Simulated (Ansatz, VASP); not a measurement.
**Two plane-wave programs on HfTi3N4**

The input INCAR:

```
PREC = Accurate
ENCUT = 520
EDIFF = 1E-6
ISMEAR = 0
SIGMA = 0.2
LREAL = False
LASPH = True
NELM = 80
ALGO = Normal
ISIF = 2
LWAVE = False
LCHARG = False
GGA = PE
NBANDS = 43
```

File KPOINTS:

```
Automatic mesh
0
Gamma
  8 8 4
```

File POSCAR:

```
HfTi3N4
1.0
    3.0737782000      0.0000000000      0.0000000000
    0.0000000000      3.0737782000      0.0000000000
    0.0000000000      0.0000000000      8.6756986000
Hf Ti N
1 3 4
Direct
    0.0000000000      0.0000000000      0.0000000000
    0.5000000000      0.5000000000      0.2637360000
    0.0000000000      0.0000000000      0.5000000000
    0.5000000000      0.5000000000      0.7362640000
    0.0000000000      0.0000000000      0.2557940000
    0.5000000000      0.5000000000      0.5000000000
    0.0000000000      0.0000000000      0.7442060000
    0.5000000000      0.5000000000      0.0000000000
```

Input for Ansatz:

```yaml
crystal:
  lattice:
    - [3.0737782, 0.0, 0.0]
    - [0.0, 3.0737782, 0.0]
    - [0.0, 0.0, 8.6756986]
  atoms:
    - { symbol: Hf, position: [0.0, 0.0, 0.0] }
    - { symbol: Ti, position: [0.5, 0.5, 0.263736] }
    - { symbol: Ti, position: [0.0, 0.0, 0.5] }
    - { symbol: Ti, position: [0.5, 0.5, 0.736264] }
    - { symbol: "N", position: [0.0, 0.0, 0.255794] }
    - { symbol: "N", position: [0.5, 0.5, 0.5] }
    - { symbol: "N", position: [0.0, 0.0, 0.744206] }
    - { symbol: "N", position: [0.5, 0.5, 0.0] }
basis:
  ecutwfc: 420
kpoints:
  mp_grid: { grid: [8, 8, 4] }
hamiltonian:
  xc: pbe
scf:
  occupations: { method: gaussian, width: 0.2 }
  lower_state_search: "off"
output:
  forces: true
  stress: true
  eigenvalues: true
```

Alike in both runs: task single point; functional PBE; k mesh 8 × 8 × 4; occupations gaussian, width 0.2 eV; no spin polarisation.

|  | VASP | Ansatz |
| --- | --- | --- |
| version | VASP 6.6.1 | Ansatz 0.2.0 |
| potentials or method | VASP PAW PBE potentials, release 64 (Hf_pv, Ti_sv, N), cutoff 520 eV | scalar-relativistic, plane waves, PAW |
| valence electrons in the cell | 66 | 82 |

|  | VASP | Ansatz | Ansatz less VASP |
| --- | --- | --- | --- |
| gap on the k mesh at the Fermi level (eV) | none | none | - |
| pressure (GPa) | -0.2 | 0.2 | +0.41 |
| traceless stress, the component that is largest in VASP (GPa) | -0.89 | -0.93 | -0.041 |
| rms of the force components (eV/Å) | 0.024 | 0.013 | -0.0101 |

Atom by atom the forces differ by 0.025 eV/Å (rms over components). A gap of «none» marks a metal or a gap that the smearing closes. With one functional, cell and mesh, what is left measures potentials, basis and numerics. VASP's potentials hold 66 valence electrons a cell and Ansatz's 82, so a difference there can come from the potentials and not from the codes.

Spin-orbit coupling is off throughout.
